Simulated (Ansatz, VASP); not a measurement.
## Lu: VASP beside Ansatz

```
CELL_PARAMETERS angstrom
0.00000 2.43690 2.43690
2.43690 0.00000 2.43690
2.43690 2.43690 0.00000
ATOMIC_POSITIONS crystal
Lu 0.00000 0.00000 0.00000
```

Alike in both runs: task single point; functional PBE; k mesh 15 × 15 × 15; occupations fermi-dirac, width 0.05 eV; no spin polarisation.

|  | VASP | Ansatz |
| --- | --- | --- |
| version | VASP 6.6.1 | Ansatz 0.2.0 |
| potentials or method | VASP PAW PBE potentials, release 64 (Lu), cutoff 520 eV | all-electron LAPW, scalar-relativistic |

VASP gave:

- pressure (GPa): 0.2

**Question.** Which values does Ansatz return?

**Answer.** Pressure (GPa): 0.0.

Ansatz ran all-electron here, and VASP with PAW potentials.

Neither program's run includes spin-orbit coupling.
